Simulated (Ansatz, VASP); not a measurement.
## One calculation of SrCl2, two programs

```
CELL_PARAMETERS angstrom
0.00000 3.44425 3.55653
3.44425 0.00000 3.55653
3.44425 3.44425 0.00000
ATOMIC_POSITIONS crystal
Sr 0.00000 0.00000 0.00000
Cl 0.25000 0.25000 0.25000
Cl 0.75000 0.75000 0.75000
```

Alike in both runs: task single point; functional PBE; k mesh 6 × 6 × 6; occupations gaussian, width 0.05 eV; no spin polarisation.

```csv
,VASP,Ansatz
version,VASP 6.6.1,Ansatz 0.2.0
potentials or method,"VASP PAW PBE potentials, release 64 (Sr_sv, Cl), cutoff 520 eV","scalar-relativistic, plane waves, PAW"
valence electrons in the cell,24,24
```

VASP gave:

| Item | Value |
| --- | --- |
| gap on the k mesh at the Fermi level (eV) | 5.25 |
| least direct gap on the mesh (eV) | 5.42 |
| pressure (GPa) | 1.3 |
| traceless stress, the component that is largest in VASP (GPa) | -1.10 |

Problem. What did Ansatz give for the same quantities?

Solution. gap on the k mesh at the Fermi level (eV): 5.26; least direct gap on the mesh (eV): 5.43; pressure (GPa): 1.2; traceless stress, the component that is largest in VASP (GPa): -1.11.

With one functional, cell and mesh, what is left measures potentials, basis and numerics.
